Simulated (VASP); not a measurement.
Wanted: the native input for a VASP 6.6.1 run.

* Task: single point
* Functional: RPBE
* Potentials or basis: VASP PAW PBE potentials, release 64 (C)
* Cutoff: 520 eV
* k mesh: 20 × 20 × 20
* Occupations: fermi-dirac, width 0.1 eV
* Spin: no spin polarisation
* Dipole correction: no
* Further INCAR settings: ALGO = Normal; EDIFF = 1e-06; NBANDS = 8

The structure of C lies in POSCAR:

```
C
1.0
    1.8013597093      0.0000000000      0.0000000000
    0.0000000000      1.8013597093      0.0000000000
    0.0000000000      0.0000000000      1.8013597093
C
1
Direct
    0.0000000000      0.0000000000      0.0000000000
```

This cell differs from its parent crystal: volume scaled by 1.04.

These files were run (other wordings do the same):

INCAR

```
PREC = Accurate ; ENCUT = 520
EDIFF = 1E-6 ; ISMEAR = -1
SIGMA = 0.1 ; LREAL = False
LASPH = True ; NELM = 80
ALGO = Normal ; ISIF = 2
LWAVE = False ; LCHARG = True
GGA = RP ; LELF = True
LVHAR = True ; NBANDS = 8
```

KPOINTS

```
regular mesh
0
Gamma
  20 20 20
```

Potentials or basis: VASP PAW PBE potentials, release 64 (C).

Command:

```bash
$ cat potpaw_PBE.64/C/POTCAR > POTCAR
$ mpirun -np 1 vasp_std > vasp.out
```

Results of the run:

```json
{"Pressure": "-7.6 GPa", "Band gap on the k mesh": "zero (band 2 reaches 19.27 eV, above the bottom of band 3 at 7.10 eV)"}
```

Caveat: the PAW data sets were made with another functional, which shifts forces and pressure a little.

It took 4.2 s on 1 thread of Intel(R) Xeon(R) Platinum 8375C CPU @ 2.90GHz (Ice Lake), on a shared host, peak memory 0.11 GiB.
